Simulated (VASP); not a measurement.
**NaH: single point with LDA**

The system is NaH.

```xyz
2
Lattice="0.0000 2.3975 2.3975 2.3975 0.0000 2.3975 2.3975 2.3975 0.0000" Properties=species:S:1:pos:R:3 pbc="T T T"
Na    0.0000    0.0000    0.0000
H     2.3975    2.3975    2.3975
```

```json
{
 "Program": "VASP 6.6.1",
 "Task": "single point",
 "Functional": "LDA",
 "Potentials or basis": "VASP PAW LDA potentials, release 64 (Na_pv, H)",
 "Cutoff": "520 eV",
 "k mesh": "4 × 4 × 4",
 "Occupations": "gaussian, width 0.01 eV",
 "Spin": "no spin polarisation",
 "Dipole correction": "no",
 "Further INCAR settings": "ALGO = Normal; EDIFF = 1e-06; NBANDS = 11"
}
```

The pressure is -1.7 GPa and the band gap on the k mesh is 3.44 eV, indirect (least direct gap 4.37 eV).

Levels at points of the mesh, in eV from the valence-band top:
```csv
k point,band 1,band 2,band 3,band 4,band 5,band 6,band 7,band 8
"(0.00, 0.00, 0.00)",-22.13,-22.13,-22.13,-3.86,10.59,15.36,15.36,15.36
"(0.50, 0.00, 0.00)",-22.24,-22.15,-22.15,-0.93,3.44,10.74,13.21,13.21
"(0.50, 0.50, 0.00)",-22.23,-22.17,-22.17,-0.20,4.34,9.75,10.47,10.47
```

It took 10 s on 1 thread of Intel Xeon 8259CL (shared host), peak memory 0.13 GiB.

Caveat: the k points lie up to 0.57 Å⁻¹ apart. A k mesh can miss the band edges.
